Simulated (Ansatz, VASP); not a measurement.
**One calculation of Li, two programs**

The input INCAR:

```
ALGO     = Normal         # electronic algorithm
EDIFF    = 1E-6           # SCF threshold, eV
ENCUT    = 750            # plane-wave cutoff, eV
GGA      = LIBXC          # functional
GGA_COMPAT= F            
ISIF     = 2              # what is computed and relaxed
ISMEAR   = -1             # smearing method
LASPH    = T              # aspherical terms in the spheres
LCHARG   = F              # write CHGCAR
LIBXC1   = GGA_X_PBE    
LIBXC2   = LDA_C_PW     
LREAL    = F              # projectors in reciprocal space
LWAVE    = F              # write WAVECAR
NBANDS   = 8              # bands
NELM     = 120            # most SCF steps
PREC     = Accurate       # precision mode
SIGMA    = 0.025          # smearing width, eV
```

File KPOINTS:

```
k-points
0
Gamma
  10 10 10
```

POSCAR

```
Li
1.0
    0.0000000000      2.1101413050      2.1101413050
    2.1101413050      0.0000000000      2.1101413050
    2.1101413050      2.1101413050      0.0000000000
Li
1
Direct
    0.0000000000      0.0000000000      0.0000000000
```

input.yaml

```yaml
crystal:
  lattice: { a: 4.22028261, b: 4.22028261, c: 4.22028261, alpha: 90.0, beta: 90.0, gamma: 90.0 }
  space_group: 225
  setting: { hermann_mauguin: Fm-3m }
  reduce_to_primitive: true
  atoms:
    - { symbol: Li, position: [0.0, 0.0, 0.0] }
kpoints:
  mp_grid: { grid: [10, 10, 10] }
scf:
  occupations: { method: fermi_dirac, width: 0.025 }
hamiltonian:
  xc: { exchange: pbe, correlation: lda }
  pseudopotentials: { kind: all_electron, lapw: { basis_error: 0.002 } }
output:
  forces: true
  stress: true
  eigenvalues: true
```

Change from the starting cell: volume scaled by 0.88.

Alike in both runs: task single point; functional pbe exchange, lda correlation; k mesh 10 × 10 × 10; occupations fermi-dirac, width 0.025 eV; no spin polarisation.

```csv
,VASP,Ansatz
version,VASP 6.6.1,Ansatz 0.2.0
potentials or method,"VASP PAW PBE potentials, release 64 (Li_sv), cutoff 750 eV","all-electron LAPW, scalar-relativistic"
```

Ansatz gave:

| Property | Result |
| --- | --- |
| gap on the k mesh at the Fermi level (eV) | none |
| pressure (GPa) | 1.1 |

Which values does VASP return?

gap on the k mesh at the Fermi level (eV): none; pressure (GPa): 1.0.

VASP's potentials were made for PBE, not for pbe exchange, lda correlation. A gap of «none» marks a metal or a gap that the smearing closes. Ansatz ran all-electron here, and VASP with PAW potentials.
